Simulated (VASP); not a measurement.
# Sr2VNiO6 (I4/m) in VASP: a series of runs, part 2 of 2

VASP 6.6.1.

### Step 3. Single point, PBE

Input file INCAR:

```
SYSTEM = Sr2VNiO6
ALGO = Normal
EDIFF = 1E-6
ENCUT = 520
GGA = PE
ISIF = 2
ISMEAR = 1
LASPH = .True.
LCHARG = .False.
LREAL = .False.
LWAVE = .False.
NBANDS = 50
NELM = 80
PREC = Accurate
SIGMA = 0.1
```

Input file KPOINTS:

```
k-points
0
Gamma
  5 5 5
  0 0 0
```

Input file POSCAR:

```
Sr2VNiO6
1.0
    0.0000000000      5.5436650000      0.0000000000
    5.5436650000      0.0000000000      0.0000000000
    2.7718320000      2.7718320000     -3.9469840000
O V Sr Ni
6 1 2 1
Direct
    0.2270000000      0.2890000000      0.0000000000
    0.2890000000      0.7730000000      0.0000000000
    0.7730000000      0.7110000000      0.0000000000
    0.7110000000      0.2270000000      0.0000000000
    0.2550000000      0.2550000000      0.4900000000
    0.7450000000      0.7450000000      0.5100000000
    0.5000000000      0.5000000000      0.0000000000
    0.7500000000      0.2500000000      0.5000000000
    0.2500000000      0.7500000000      0.5000000000
    0.0000000000      0.0000000000      0.0000000000
```

Potentials or basis: VASP PAW PBE potentials, release 64 (O, V_sv, Sr_sv, Ni).

The run is started by

```
> cat potpaw_PBE.64/O/POTCAR potpaw_PBE.64/V_sv/POTCAR potpaw_PBE.64/Sr_sv/POTCAR potpaw_PBE.64/Ni/POTCAR > POTCAR
> mpirun -np 1 vasp_std > vasp.out
```

OUTCAR:

```text
SYSTEM = Sr2VNiO6
   EDIFF = 1E-6
   ENCUT = 520
   GGA = PE
   ISIF = 2
   ISMEAR = 1
   LASPH = .True.
   LREAL = .False.
   NELM = 80
   PREC = Accurate

 ion  position               nearest neighbor table
   1  0.227  0.289  0.000-   7 1.91  10 2.04   9 2.62   8 2.62   8 2.96   9 2.96
   2  0.289  0.773  0.000-   7 1.91  10 2.04   9 2.62   8 2.62   9 2.96   8 2.96
   3  0.773  0.711  0.000-   7 1.91  10 2.04   8 2.62   9 2.62   9 2.96   8 2.96
   4  0.711  0.227  0.000-   7 1.91  10 2.04   8 2.62   9 2.62   8 2.96   9 2.96
   5  0.255  0.255  0.490-   7 1.93  10 2.01   8 2.77   9 2.77   9 2.77   8 2.77
   6  0.745  0.745  0.510-   7 1.93  10 2.01   9 2.77   8 2.77   9 2.77   8 2.77
   7  0.500  0.500  0.000-   1 1.91   2 1.91   3 1.91   4 1.91   5 1.93   6 1.93   8 3.40   9 3.40
                             8 3.40   9 3.40   9 3.40   8 3.40   9 3.40   8 3.40
   8  0.750  0.250  0.500-   4 2.62   3 2.62   1 2.62   2 2.62   5 2.77   6 2.77   5 2.77   6 2.77
                             4 2.96   1 2.96   3 2.96   2 2.96  10 3.40  10 3.40   7 3.40   7 3.40
   9  0.250  0.750  0.500-   2 2.62   1 2.62   3 2.62   4 2.62   5 2.77   6 2.77   5 2.77   6 2.77
                             2 2.96   3 2.96   1 2.96   4 2.96   7 3.40  10 3.40   7 3.40  10 3.40
  10  0.000  0.000  0.000-   6 2.01   5 2.01   2 2.04   3 2.04   4 2.04   1 2.04   9 3.40   8 3.40
                             8 3.40   9 3.40   8 3.40   9 3.40   8 3.40   9 3.40

[... 1318 lines left out ...]

  FORCE on cell =-STRESS in cart. coord.  units (eV):
  Direction    XX          YY          ZZ          XY          YZ          ZX
  --------------------------------------------------------------------------------------
  -------------------------------------------------------------------------------------
  Total       -5.9267893     -5.9267893     -5.4990254      0.0000008     -0.0000007     -0.0000007
  in kB      -78.2835931    -78.2835931    -72.6335025      0.0000110     -0.0000092     -0.0000092
  external PRESSURE =     -76.4002296 kB  Pullay stress =       0.0000000 kB

 VOLUME and BASIS-vectors are now :
 -----------------------------------------------------------------------------
  energy-cutoff  :      520.00
  volume of cell :      121.30
      direct lattice vectors                 reciprocal lattice vectors
     0.000000000  5.543665000  0.000000000     0.000000000  0.180386080  0.126678981
     5.543665000  0.000000000  0.000000000     0.180386080  0.000000000  0.126678981
     2.771832000  2.771832000 -3.946984000     0.000000000  0.000000000 -0.253358007

 POSITION                                       TOTAL-FORCE (eV/Angst)
 -----------------------------------------------------------------------------------
      1.60212      1.25841      0.00000        -0.187176     -0.068511     -0.000000
      4.28525      1.60212      0.00000         0.068511     -0.187176     -0.000000
      3.94155      4.28525      0.00000         0.187176      0.068511      0.000000
      1.25841      3.94155      0.00000        -0.068511      0.187176      0.000000
      2.77183      2.77183     -1.93402         0.000000      0.000000      0.000497
      5.54366      5.54366     -2.01296        -0.000000     -0.000000     -0.000497
      2.77183      2.77183      0.00000        -0.000000     -0.000000     -0.000000
      2.77183      5.54366     -1.97349         0.000000     -0.000000     -0.000000
      5.54366      2.77183     -1.97349         0.000000     -0.000000      0.000000
      0.00000      0.00000      0.00000        -0.000000     -0.000000     -0.000000
 -----------------------------------------------------------------------------------
    total drift:                               -0.000000      0.000000     -0.000000

  FREE ENERGIE OF THE ION-ELECTRON SYSTEM (eV)
  ---------------------------------------------------
  free  energy   TOTEN  =       -69.4148723317 eV

  energy  without entropy=      -69.4079401580  energy(sigma->0) =      -69.41256161
```

stdout:

```text
POSCAR found type information on POSCAR O V SrNi
 POSCAR found :  4 types and      10 ions
 scaLAPACK will be used
 LDA part: xc-table for (Slater+PW92), standard interpolation
 POSCAR, INCAR and KPOINTS ok, starting setup
 FFT: planning ... GRIDC
 FFT: planning ... GRID_SOFT
 FFT: planning ... GRID
 WAVECAR not read
 entering main loop
```

It took 4.7 min on 1 thread of AMD EPYC 7R13, shared host; peak memory 0.3 GiB.

Results:

- Free energy: -69.4149 eV
- Pressure: -7.6 GPa
- Largest force: 0.199 eV/Å
- Band gap on the k mesh: zero (an odd number of electrons rules out a gap without spin polarisation)

Forces in eV/Å, atoms in the order of the input:
```
O   -0.187 -0.069  0.000
O    0.069 -0.187  0.000
O    0.187  0.069  0.000
O   -0.069  0.187  0.000
O    0.000  0.000  0.000
O    0.000  0.000  0.000
V    0.000  0.000  0.000
Sr   0.000  0.000  0.000
Sr   0.000  0.000  0.000
Ni   0.000  0.000  0.000
```

Stress tensor (GPa, compression positive):
```
-7.83  0.00  0.00
 0.00 -7.83  0.00
 0.00  0.00 -7.26
```

Caveat: the cell stands under tension; an odd number of electrons without spin polarisation forces a metal; a magnetic or distorted state may lie lower; the run has no spin polarisation, though such a crystal can be magnetic; semilocal functionals often make such compounds metallic where correlation or magnetic order opens a gap, which also shifts bond lengths. With open d or f shells a metallic result of PBE can be an artefact of self-interaction; +U or a hybrid may open a gap.

### Step 4. Single point, PBE

Input file INCAR:

```
SYSTEM = Sr2VNiO6
PREC = Accurate
ENCUT = 520
EDIFF = 1E-6
ISMEAR = -1
SIGMA = 0.1
LREAL = .False.
LASPH = .True.
NELM = 60
ALGO = Normal
ISIF = 2
LWAVE = .False.
LCHARG = .True.
GGA = PE
LELF = .True.
LVHAR = .True.
NBANDS = 50
```

Input file KPOINTS:

```
Automatic mesh
0
Gamma
  5 5 5
  0 0 0
```

POSCAR is that of step 3.

The run is started by

```
> cat potpaw_PBE.64/O/POTCAR potpaw_PBE.64/V_sv/POTCAR potpaw_PBE.64/Sr_sv/POTCAR potpaw_PBE.64/Ni/POTCAR > POTCAR
> mpirun -np 1 vasp_std > vasp.out
```

It took 4.9 min on 1 thread of AMD EPYC 7R13, shared host; peak memory 0.3 GiB.

It converged, with:

| Property | Result |
| --- | --- |
| Free energy | -69.4922 eV |
| Pressure | -7.6 GPa |
| Largest force | 0.199 eV/Å |
| Band gap on the k mesh | zero (an odd number of electrons rules out a gap without spin polarisation) |

Forces in eV/Å, atoms in the order of the input:
```
O   -0.191 -0.054  0.000
O    0.054 -0.191  0.000
O    0.191  0.054  0.000
O   -0.054  0.191  0.000
O    0.000  0.000  0.002
O    0.000  0.000 -0.002
V    0.000  0.000  0.000
Sr   0.000  0.000  0.000
Sr   0.000  0.000  0.000
Ni   0.000  0.000  0.000
```

Stress tensor (GPa, compression positive):
```
-7.81  0.00  0.00
 0.00 -7.81  0.00
 0.00  0.00 -7.26
```

Levels at points of the mesh, in eV from the Fermi level:
| k point | band 37 | band 38 | band 39 | band 40 | band 41 | band 42 | band 43 | band 44 |
| --- | --- | --- | --- | --- | --- | --- | --- | --- |
| (0.00, 0.00, 0.00) | -0.94 | -0.60 | -0.51 | -0.51 | -0.33 | 1.39 | 1.39 | 1.47 |

Caveat: the cell stands under tension; an odd number of electrons without spin polarisation forces a metal; a magnetic or distorted state may lie lower; the run has no spin polarisation, though such a crystal can be magnetic; semilocal functionals often make such compounds metallic where correlation or magnetic order opens a gap, which also shifts bond lengths. Spin polarisation is off, so any magnetic state and its effect on volume and gap are missing.

### Step 5. Single point, PBE

Input file INCAR:

```
SYSTEM = Sr2VNiO6
PREC = Accurate
ENCUT = 520
EDIFF = 1E-6
ISMEAR = 0
SIGMA = 0.05
LREAL = .FALSE.
LASPH = .TRUE.
NELM = 60
ALGO = Normal
ISIF = 2
LWAVE = .FALSE.
LCHARG = .TRUE.
GGA = PE
LELF = .TRUE.
LVHAR = .TRUE.
ISYM = 0
NBANDS = 50
```

Input file KPOINTS:

```
Automatic mesh
0
Gamma
  5 5 5
  0.5 0.5 0.5
```

POSCAR is that of step 4.

The run is started by

```
> cat potpaw_PBE.64/O/POTCAR potpaw_PBE.64/V_sv/POTCAR potpaw_PBE.64/Sr_sv/POTCAR potpaw_PBE.64/Ni/POTCAR > POTCAR
> mpirun -np 1 vasp_std > vasp.out
```

Run time: 33 min. Hardware: 1 thread of AMD EPYC 7R13, shared host; peak memory 0.74 GiB.

The run converged. Its results:

```yaml
Free_energy: -69.4515 eV
Pressure: -7.7 GPa
Largest_force: 0.237 eV/Å
Band_gap_on_the_k_mesh: zero (an odd number of electrons rules out a gap without spin polarisation)
```

Forces in eV/Å, atoms in the order of the input:
```
O   -0.225 -0.074  0.000
O    0.074 -0.225  0.000
O    0.225  0.074  0.000
O   -0.074  0.225  0.000
O    0.000  0.000  0.031
O    0.000  0.000 -0.031
V    0.000  0.000  0.000
Sr   0.000  0.000  0.000
Sr   0.000  0.000  0.000
Ni   0.000  0.000  0.000
```

Stress tensor (GPa, compression positive):
```
-7.99  0.00  0.00
 0.00 -7.99  0.00
 0.00  0.00 -7.16
```

Levels at points of the mesh, in eV from the Fermi level:
```tsv
k point	band 37	band 38	band 39	band 40	band 41	band 42
(0.50, 0.50, 0.50)	-0.76	-0.62	-0.50	-0.45	0.03	1.19
(0.50, 0.50, 0.00)	-0.76	-0.62	-0.50	-0.45	0.03	1.19
```

Caveat: the cell stands under tension; an odd number of electrons without spin polarisation forces a metal; a magnetic or distorted state may lie lower; the run has no spin polarisation, though such a crystal can be magnetic; semilocal functionals often make such compounds metallic where correlation or magnetic order opens a gap, which also shifts bond lengths. With open d or f shells a metallic result of PBE can be an artefact of self-interaction; +U or a hybrid may open a gap.

### Step 6. Overview

| k mesh | smearing | gap on the mesh (eV) | pressure (GPa) | largest force (eV/Å) |
| --- | --- | --- | --- | --- |
| 5 × 5 × 5 | fermi-dirac 0.1 eV | none | -7.6 | 0.20 |
| 5 × 5 × 5 | methfessel-paxton 0.1 eV | none | -7.6 | 0.20 |
| 5 × 5 × 5, shifted | gaussian 0.05 eV | none | -7.7 | 0.24 |

Alike in all rows: task single point; level PBE; potentials or basis VASP PAW PBE potentials, release 64 (O, V_sv, Sr_sv, Ni); no spin polarisation; cell as given; cutoff (eV) 520.

Caveats: the cell stands under tension; an odd number of electrons without spin polarisation forces a metal; a magnetic or distorted state may lie lower; the run has no spin polarisation, though such a crystal can be magnetic; semilocal functionals often make such compounds metallic where correlation or magnetic order opens a gap, which also shifts bond lengths.

Total energies depend on the potentials used, so only differences within one code and one set of settings carry meaning.
